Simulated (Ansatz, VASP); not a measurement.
## TiO2 in VASP and in Ansatz

```
CELL_PARAMETERS angstrom
2.65533 -2.65540 -0.01981
2.65533 2.65540 -0.01981
-2.61931 0.00000 4.82995
ATOMIC_POSITIONS crystal
Ti 0.12501 0.87499 0.25000
Ti 0.87499 0.12501 0.75000
O 0.33636 0.08638 0.67273
O 0.66364 0.91362 0.32727
O 0.91362 0.66364 0.82727
O 0.08638 0.33636 0.17273
```

Alike in both runs: task single point; functional PBE; k mesh 6 × 6 × 6; occupations gaussian, width 0.05 eV; no spin polarisation; Hubbard terms Ti d U = 4.0 eV.

|  | VASP | Ansatz |
| --- | --- | --- |
| version | VASP 6.6.1 | Ansatz 0.2.0 |
| potentials or method | VASP PAW PBE potentials, release 64 (Ti_sv, O), cutoff 520 eV | scalar-relativistic, plane waves, PAW |
| valence electrons in the cell | 48 | 48 |

VASP gave:

```
gap on the k mesh at the Fermi level (eV)                     : 2.60
least direct gap on the mesh (eV)                             : 3.06
pressure (GPa)                                                : 13.1
traceless stress, the component that is largest in VASP (GPa) : -8.09
rms of the force components (eV/Å)                            : 0.223
```

**Question.** Which values does Ansatz return?

**Answer.** gap on the k mesh at the Fermi level (eV): 2.54; least direct gap on the mesh (eV): 2.99; pressure (GPa): 8.3; traceless stress, the component that is largest in VASP (GPa): -6.62; rms of the force components (eV/Å): 0.282.

The programs project onto different local orbitals, so the same U acts differently, and such runs can settle in different states. Atom by atom the forces differ by 0.059 eV/Å (rms over components).
